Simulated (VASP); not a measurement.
# WS2 in VASP: notebook

The runs below take WS2 through single point, with PBEsol+D3(BJ).

Everything below comes from runs of VASP 6.6.1. Logs are shortened: lines on timing, memory, paths and dates and some standing lists are left out, and cuts for length are marked.

### 1 The cell of the first run

The cell holds a slab with vacuum, 3 atoms: a = 3.124 Å, b = 3.124 Å, c = 16.938 Å, α = 90.00°, β = 90.00°, γ = 120.00°.

### 2 Single point, PBEsol+D3(BJ) (mode 4 frozen in at -0.015 Å and mode 9 at -0.039 Å (largest displacements))

INCAR reads:

```
SYSTEM = WS2
ALGO = Normal
EDIFF = 1E-6
ENCUT = 520
GGA = PS
ISIF = 2
ISMEAR = 0
IVDW = 12
LASPH = .TRUE.
LCHARG = .FALSE.
LREAL = .FALSE.
LWAVE = .FALSE.
NBANDS = 20
NELM = 100
PREC = Accurate
SIGMA = 0.05
```

KPOINTS reads:

```
k-points
0
G
  12 12 2
  0 0 0
```

POSCAR reads:

```
WS2
1.0
    3.1239380587      0.0000000000      0.0000000000
   -1.5619690294      2.7054097187      0.0000000000
    0.0000000000      0.0000000000     16.9375357456
W S
1 2
Direct
    0.3333333333      0.6666666667      0.0008072152
    0.6618010132      0.3333333333      0.9048367852
    0.6715323201      0.3333333333      0.0905344422
```

Potentials or basis: VASP PAW PBE potentials, release 64 (W_sv, S).

Run with:

```console
> cat potpaw_PBE.64/W_sv/POTCAR potpaw_PBE.64/S/POTCAR > POTCAR
> mpirun -np 1 vasp_std > vasp.out
```

OUTCAR:

```text
SYSTEM = WS2
   EDIFF = 1E-6
   ENCUT = 520
   GGA = PS
   ISIF = 2
   ISMEAR = 0
   IVDW = 12
   LASPH = .TRUE.
   LREAL = .FALSE.
   NELM = 100
   PREC = Accurate
 IVDW          = 12

 ion  position               nearest neighbor table
   1  0.333  0.667  0.001-   3 2.35   3 2.36   3 2.37   2 2.42   2 2.43   2 2.44
   2  0.662  0.333  0.905-   1 2.42   1 2.43   1 2.44
   3  0.672  0.333  0.091-   1 2.35   1 2.36   1 2.37

  LATTYP: Found a hexagonal cell.
 ALAT       =     3.1239380587
 C/A-ratio  =     5.4218538996

  Lattice vectors:

 A1 = (   3.1239380587,   0.0000000000,   0.0000000000)
 A2 = (  -1.5619690294,   2.7054097187,   0.0000000000)
 A3 = (   0.0000000000,   0.0000000000,  16.9375357456)

Analysis of symmetry for initial positions (statically):
=====================================================================
 Subroutine PRICEL returns:
 Original cell was already a primitive cell.

 Routine SETGRP: Setting up the symmetry group for a
 hexagonal supercell.

 Subroutine GETGRP returns: Found  1 space group operations
 (whereof  1 operations were pure point group operations)
 out of a pool of 24 trial point group operations.

The static configuration has the point symmetry C_1 .

Analysis of symmetry for dynamics (positions and initial velocities):
=====================================================================
 Subroutine PRICEL returns:
 Original cell was already a primitive cell.

 Routine SETGRP: Setting up the symmetry group for a
 hexagonal supercell.

 Subroutine GETGRP returns: Found  1 space group operations
 (whereof  1 operations were pure point group operations)
 out of a pool of 24 trial point group operations.

The dynamic configuration has the point symmetry C_1 .

 Subroutine INISYM returns: Found  1 space group operations
 (whereof  1 operations are pure point group operations),
 and found     1 'primitive' translations

----------------------------------------------------------------------------------------

                                     Primitive cell

  volume of cell :     143.1481

  direct lattice vectors                    reciprocal lattice vectors
     3.123938059  0.000000000  0.000000000     0.320108780  0.184814890  0.000000000
    -1.561969029  2.705409719  0.000000000     0.000000000  0.369629780  0.000000000
     0.000000000  0.000000000 16.937535746     0.000000000  0.000000000  0.059040466

  length of vectors
     3.123938059  3.123938059 16.937535746     0.369629780  0.369629780  0.059040466

  position of ions in fractional coordinates (direct lattice)
     0.333333333  0.666666667  0.000807215
     0.661801013  0.333333333  0.904836785
     0.671532320  0.333333333  0.090534442

  ion indices of the primitive-cell ions
   primitive index   ion index
                 1           1
                 2           2
                 3           3

----------------------------------------------------------------------------------------

 KPOINTS: k-points

Automatic generation of k-mesh.
 Grid dimensions read from file:
 generate k-points for:   12   12    2

 Generating k-lattice:

  Cartesian coordinates                     Fractional coordinates (reciprocal lattice)
     0.026675732  0.015401241  0.000000000     0.083333333  0.000000000  0.000000000
     0.000000000  0.030802482  0.000000000     0.000000000  0.083333333  0.000000000
     0.000000000  0.000000000  0.029520233     0.000000000  0.000000000  0.500000000

  Length of vectors
     0.030802482  0.030802482  0.029520233

  Shift w.r.t. Gamma in fractional coordinates (k-lattice)
     0.000000000  0.000000000  0.000000000

 Subroutine IBZKPT returns following result:
 ===========================================

 Found    148 irreducible k-points:

 Following reciprocal coordinates:
            Coordinates               Weight
  0.000000  0.000000  0.000000      1.000000
  0.083333 -0.000000  0.000000      2.000000
  0.000000  0.083333  0.000000      2.000000
 -0.083333  0.083333  0.000000      2.000000
  0.166667  0.000000  0.000000      2.000000
  0.000000  0.166667  0.000000      2.000000
[... 16 lines left out ...]
  0.166667  0.083333  0.000000      2.000000
 -0.083333  0.250000  0.000000      2.000000
 [... further k-points ...]
   k-points           NKPTS =    148   k-points in BZ     NKDIM =    148   number of bands    NBANDS=     20
   number of dos      NEDOS =    301   number of ions     NIONS =      3
   total plane-waves  NPLWV =  72576
   dimension x,y,z NGX =    24 NGY =   24 NGZ =  126
   dimension x,y,z NGXF=    48 NGYF=   48 NGZF=  252
   ions per type =               1   2
   NGX,Y,Z   is equivalent  to a cutoff of  12.77, 12.77, 12.37 a.u.
   NGXF,Y,Z  is equivalent  to a cutoff of  25.54, 25.54, 24.73 a.u.
 SYSTEM =  WS2
   PREC   = accura    normal or accurate (medium, high low for compatibility)
   ISTART =      0    job   : 0-new  1-cont  2-samecut
   ICHARG =      2    charge: 1-file 2-atom 10-const
   ISPIN  =      1    spin polarized calculation?
   LNONCOLLINEAR =      F non collinear calculations
   LSORBIT =      F    spin-orbit coupling
   LASPH  =      T    aspherical Exc in radial PAW
   ENCUT  =  520.0 eV  38.22 Ry    6.18 a.u.   5.81  5.81 31.49*2*pi/ulx,y,z
   NELM   =    100;   NELMIN=  2; NELMDL= -5     # of ELM steps
   EDIFF  = 0.1E-05   stopping-criterion for ELM
   LREAL  =      F    real-space projection
   EDIFFG = 0.1E-04   stopping-criterion for IOM
   NSW    =      0    number of steps for IOM
   IBRION =     -1    ionic relax: 0-MD 1-quasi-New 2-CG
   NFREE  =      0    steps in history (QN), initial steepest desc. (CG)
   ISIF   =      2    stress and relaxation
   ISYM   =      2    0-nonsym 1-usesym 2-fastsym
   POTIM  = 0.5000    time-step for ionic-motion
   TEBEG  =    0.0;   TEEND  =   0.0 temperature during run
   PSTRESS=    0.0 pullay stress
   NELECT =      26.0000    total number of electrons
   NUPDOWN=      -1.0000    fix difference up-down
   EMIN   =  10.00;   EMAX   =-10.00  energy-range for DOS
   EFERMI =   0.00;   METHOD = LEGACY
   ISMEAR =     0;   SIGMA  =   0.05  broadening in eV -4-tet -1-fermi 0-gaus
   EFERMI_NEDOS =   21; number of points for ismear=-14 and -15
   IALGO  =     38    algorithm
   IMIX   =      4    mixing-type and parameters
     AMIX     =   0.40;   BMIX     =  1.00
     AMIX_MAG =   1.60;   BMIX_MAG =  1.00
  volume/ion in A,a.u.               =      47.72       322.00
  Fermi-wavevector in a.u.,A,eV,Ry     =   0.927123  1.752009 11.694985  0.859557
  Thomas-Fermi vector in A             =   2.053159
   LORBIT       =      0    0 simple, 1 ext, 2 COOP (PROOUT), +10 PAW based schemes
   GGA     = PS    functional components
   LHFCALC =     F    Hartree Fock is set to
   AEXX    =    0.0000 exact exchange contribution
   IVDW    =    12    specifies the selected vdW correction
   LEPSILON=     F    determine dielectric tensor
   LRPA    =     F    only Hartree local field effects (RPA)
 non-spin polarized calculation
 Gauss-broadening in eV      SIGMA  =   0.05
  energy-cutoff  :      520.00
  volume of cell :      143.15
 maximum number of plane-waves:      3892
   NGX = 11   NGY = 11   NGZ = 63

 number of electron      25.9999998 magnetization

 Free energy of the ion-electron system (eV)
  ---------------------------------------------------
  ext. energy  EPLUGINS =         0.00000000
  ---------------------------------------------------
  free energy    TOTEN  =       -25.19319569 eV

  energy without entropy =      -25.19319569  energy(sigma->0) =      -25.19319569

 E-fermi :  -0.8623     XC(G=0):  -4.6392

 val. band max:       -1.0801410496   @ k =   0.3333   0.3333   0.0000
 cond. band min:       0.8890644700   @ k =  -0.1667   0.3333   0.0000
 fundamental gap:      1.9692055196
 Fermi energy:        -0.8623296172

 k-point     1 :       0.0000    0.0000    0.0000
  band No.  band energies     occupation
      1     -74.9413      2.00000
      2     -39.2407      2.00000
      3     -39.0207      2.00000
      4     -39.0192      2.00000
      5     -16.0388      2.00000
      6     -14.3348      2.00000
[... 12 lines left out ...]
     19       4.4550      0.00000
     20       4.6546      0.00000

 k-point     2 :       0.0833   -0.0000    0.0000
  band No.  band energies     occupation
      1     -74.9398      2.00000
      2     -39.2356      2.00000
      3     -39.0489      2.00000
      4     -39.0258      2.00000
      5     -15.9146      2.00000
      6     -14.2877      2.00000
[... 12 lines left out ...]
     19       4.5998      0.00000
     20       5.1017      0.00000

 k-point     3 :       0.0000    0.0833    0.0000
  band No.  band energies     occupation
      1     -74.9398      2.00000
      2     -39.2356      2.00000
      3     -39.0482      2.00000
      4     -39.0265      2.00000
      5     -15.9146      2.00000
      6     -14.2877      2.00000
[... 12 lines left out ...]
     19       4.5996      0.00000
     20       5.1017      0.00000

 k-point     4 :      -0.0833    0.0833    0.0000
  band No.  band energies     occupation
      1     -74.9398      2.00000
      2     -39.2356      2.00000
      3     -39.0476      2.00000
      4     -39.0271      2.00000
      5     -15.9147      2.00000
      6     -14.2877      2.00000
[... 12 lines left out ...]
     19       4.5994      0.00000
     20       5.1011      0.00000

 k-point     5 :       0.1667    0.0000    0.0000
  band No.  band energies     occupation
      1     -74.9358      2.00000
      2     -39.2216      2.00000
      3     -39.1253      2.00000
      4     -39.0435      2.00000
      5     -15.5609      2.00000
      6     -14.1535      2.00000
[... 12 lines left out ...]
     19       5.0134      0.00000
     20       5.9025      0.00000

 k-point     6 :       0.0000    0.1667    0.0000
  band No.  band energies     occupation
      1     -74.9358      2.00000
      2     -39.2216      2.00000
      3     -39.1246      2.00000
      4     -39.0442      2.00000
      5     -15.5609      2.00000
      6     -14.1534      2.00000
[... 12 lines left out ...]
     19       5.0128      0.00000
     20       5.9025      0.00000

 k-point     7 :      -0.1667    0.1667    0.0000
  band No.  band energies     occupation
      1     -74.9358      2.00000
      2     -39.2216      2.00000
      3     -39.1239      2.00000
      4     -39.0448      2.00000
      5     -15.5610      2.00000
      6     -14.1533      2.00000
[... 12 lines left out ...]
     19       5.0122      0.00000
     20       5.9017      0.00000
[... 277 lines left out ...]
 k-point    20 :       0.0833    0.0833    0.0000
  band No.  band energies     occupation
      1     -74.9371      2.00000
      2     -39.2261      2.00000
      3     -39.0997      2.00000
      4     -39.0394      2.00000
      5     -15.6755      2.00000
      6     -14.1969      2.00000
[... 12 lines left out ...]
     19       4.8811      0.00000
     20       5.7511      0.00000

 k-point    21 :      -0.0833    0.1667    0.0000
  band No.  band energies     occupation
      1     -74.9371      2.00000
      2     -39.2261      2.00000
      3     -39.0984      2.00000
      4     -39.0407      2.00000
      5     -15.6756      2.00000
      6     -14.1968      2.00000
[... 12 lines left out ...]
     19       4.8799      0.00000
     20       5.7498      0.00000

 k-point    22 :      -0.1667    0.0833    0.0000
  band No.  band energies     occupation
      1     -74.9371      2.00000
      2     -39.2261      2.00000
      3     -39.0991      2.00000
      4     -39.0400      2.00000
      5     -15.6756      2.00000
      6     -14.1968      2.00000
[... 12 lines left out ...]
     19       4.8805      0.00000
     20       5.7501      0.00000

 k-point    23 :       0.1667    0.0833    0.0000
  band No.  band energies     occupation
      1     -74.9323      2.00000
      2     -39.2099      2.00000
      3     -39.1854      2.00000
      4     -39.0639      2.00000
      5     -15.2341      2.00000
      6     -14.0288      2.00000
[... 12 lines left out ...]
     19       5.4110      0.00000
     20       6.3546      0.00000

 k-point    24 :      -0.0833    0.2500    0.0000
  band No.  band energies     occupation
      1     -74.9323      2.00000
      2     -39.2098      2.00000
      3     -39.1842      2.00000
      4     -39.0651      2.00000
      5     -15.2342      2.00000
      6     -14.0285      2.00000
[... 12 lines left out ...]
     19       5.4094      0.00000
     20       6.3534      0.00000

 [... further k-points ...]

------------------------ aborting loop because EDIFF is reached ----------------------------------------

 Edisp (eV)   -0.75934

 E8    (eV) :    -0.5104

  FORCE on cell =-STRESS in cart. coord.  units (eV):
  Direction    XX          YY          ZZ          XY          YZ          ZX
  --------------------------------------------------------------------------------------
  -------------------------------------------------------------------------------------
  Total       0.13552     0.13510     0.09312     0.04318    -0.00096    -0.50183
  in kB       1.51676     1.51206     1.04226     0.48334    -0.01077    -5.61675
  external pressure =        1.36 kB  Pullay stress =        0.00 kB

 VOLUME and BASIS-vectors are now :
 -----------------------------------------------------------------------------
  energy-cutoff  :      520.00
  volume of cell :      143.15
      direct lattice vectors                 reciprocal lattice vectors
     3.123938059  0.000000000  0.000000000     0.320108780  0.184814890  0.000000000
    -1.561969029  2.705409719  0.000000000     0.000000000  0.369629780  0.000000000
     0.000000000  0.000000000 16.937535746     0.000000000  0.000000000  0.059040466

 POSITION                                       TOTAL-FORCE (eV/Angst)
 -----------------------------------------------------------------------------------
     -0.00000      1.80361      0.01367         0.040591      0.004049     -1.809598
      1.54677      0.90180     15.32571         0.139762     -0.001651      0.831130
      1.57717      0.90180      1.53343        -0.180353     -0.002399      0.978467
 -----------------------------------------------------------------------------------
    total drift:                               -0.000011     -0.000003     -0.000119

  FREE ENERGIE OF THE ION-ELECTRON SYSTEM (eV)
  ---------------------------------------------------
  free  energy   TOTEN  =       -25.9525394532 eV

  energy  without entropy=      -25.9525394532  energy(sigma->0) =      -25.95253945
```

Wall time 3.3 min (1 thread of Intel Xeon 6975P-C (Granite Rapids), shared host); peak memory 0.53 GiB.

What came out:

- Free energy: -25.9525 eV
- Largest force: 1.810 eV/Å
- Band gap on the k mesh: 1.97 eV, indirect (least direct gap 2.04 eV)
- Dispersion energy per atom: -0.253 eV

Forces in eV/Å, atoms in the order of the input:
```
W    0.041  0.004 -1.810
S    0.140 -0.002  0.831
S   -0.180 -0.002  0.978
```

Levels at points of the mesh, in eV from the valence-band top:
| k point | band 9 | band 10 | band 11 | band 12 | band 13 | band 14 | band 15 | band 16 | band 17 | band 18 |
| --- | --- | --- | --- | --- | --- | --- | --- | --- | --- | --- |
| (0.00, 0.00, 0.00) | -2.86 | -2.29 | -1.47 | -1.46 | -0.16 | 2.91 | 2.97 | 3.32 | 3.38 | 5.12 |
| (0.50, 0.00, 0.00) | -4.55 | -3.43 | -2.24 | -1.10 | -0.97 | 3.12 | 3.46 | 4.10 | 4.92 | 5.28 |
| (0.00, 0.50, 0.00) | -4.56 | -3.44 | -2.24 | -1.10 | -0.96 | 3.12 | 3.47 | 4.11 | 4.91 | 5.28 |
| (0.50, 0.50, 0.00) | -4.56 | -3.44 | -2.25 | -1.10 | -0.95 | 3.12 | 3.47 | 4.12 | 4.92 | 5.27 |
| (0.00, 0.00, 0.50) | -2.86 | -2.29 | -1.47 | -1.46 | -0.16 | 2.91 | 2.97 | 3.32 | 3.38 | 5.21 |
| (0.50, 0.00, 0.50) | -4.55 | -3.43 | -2.24 | -1.10 | -0.97 | 3.12 | 3.46 | 4.10 | 4.92 | 5.28 |
| (0.00, 0.50, 0.50) | -4.56 | -3.44 | -2.24 | -1.10 | -0.96 | 3.12 | 3.47 | 4.11 | 4.91 | 5.28 |
| (0.50, 0.50, 0.50) | -4.56 | -3.44 | -2.25 | -1.10 | -0.95 | 3.12 | 3.47 | 4.12 | 4.92 | 5.27 |

Caveat: the cell differs from its parent crystal (mode 4 frozen in at -0.015 Å and mode 9 at -0.039 Å (largest displacements)); the PAW data sets were made with another functional, which shifts forces and pressure a little; spin-orbit coupling is left out, which moves the levels of the heavy elements.

### 3 Single point, PBEsol+D3(BJ) (mode 4 frozen in at -0.076 Å and mode 9 at -0.039 Å (largest displacements))

INCAR reads:

```
  PREC = Accurate
  ENCUT = 520
  EDIFF = 1E-6
  ISMEAR = 0
  SIGMA = 0.05
  LREAL = False
  LASPH = True
  NELM = 60
  ALGO = Normal
  ISIF = 2
  LWAVE = False
  LCHARG = True
  GGA = PS
  IVDW = 12
  LELF = True
  LVHAR = True
  NBANDS = 20
```

KPOINTS reads:

```
Automatic mesh
0
Gamma
  12 12 2
```

POSCAR reads:

```
WS2
1.0
    3.1239380587      0.0000000000      0.0000000000
   -1.5619690294      2.7054097187      0.0000000000
    0.0000000000      0.0000000000     16.9375357456
W S
1 2
Direct
    0.3333333333      0.6666666667      0.0008072152
    0.6423383994      0.3333333333      0.9048367852
    0.6909949339      0.3333333333      0.0905344422
```

Potentials or basis: VASP PAW PBE potentials, release 64 (W_sv, S).

Run with:

```console
> cat potpaw_PBE.64/W_sv/POTCAR potpaw_PBE.64/S/POTCAR > POTCAR
> mpirun -np 1 vasp_std > vasp.out
```

It took 3.3 min on 1 thread of Intel Xeon 6975P-C (Granite Rapids), shared host; peak memory 0.53 GiB.

The run converged. Its results:

```
Free energy                : -25.8941 eV
Largest force              : 1.838 eV/Å
Band gap on the k mesh     : 1.94 eV, indirect (least direct gap 2.03 eV)
Dispersion energy per atom : -0.253 eV
```

Forces on the atoms (eV/Å):
```
W    0.203  0.101 -1.824
S    0.698 -0.041  0.762
S   -0.902 -0.060  1.061
```

Levels at points of the mesh, in eV from the valence-band top:
| k point | band 10 | band 11 | band 12 | band 13 | band 14 | band 15 | band 16 | band 17 |
| --- | --- | --- | --- | --- | --- | --- | --- | --- |
| (0.00, 0.00, 0.00) | -2.25 | -1.50 | -1.48 | -0.15 | 2.78 | 3.01 | 3.22 | 3.49 |
| (0.50, 0.00, 0.00) | -3.43 | -2.25 | -1.11 | -0.99 | 3.09 | 3.42 | 4.04 | 4.87 |
| (0.00, 0.50, 0.00) | -3.43 | -2.27 | -1.10 | -0.96 | 3.09 | 3.43 | 4.10 | 4.80 |
| (0.50, 0.50, 0.00) | -3.48 | -2.31 | -1.09 | -0.89 | 3.10 | 3.46 | 4.12 | 4.90 |
| (0.00, 0.00, 0.50) | -2.25 | -1.50 | -1.48 | -0.15 | 2.78 | 3.01 | 3.22 | 3.49 |
| (0.50, 0.00, 0.50) | -3.43 | -2.25 | -1.11 | -0.99 | 3.09 | 3.42 | 4.04 | 4.87 |
| (0.00, 0.50, 0.50) | -3.43 | -2.27 | -1.10 | -0.96 | 3.09 | 3.43 | 4.10 | 4.80 |
| (0.50, 0.50, 0.50) | -3.48 | -2.31 | -1.09 | -0.89 | 3.10 | 3.46 | 4.12 | 4.90 |

Caveat: the cell differs from its parent crystal (mode 4 frozen in at -0.076 Å and mode 9 at -0.039 Å (largest displacements)); the PAW data sets were made with another functional, which shifts forces and pressure a little; spin-orbit coupling is left out, which moves the levels of the heavy elements.
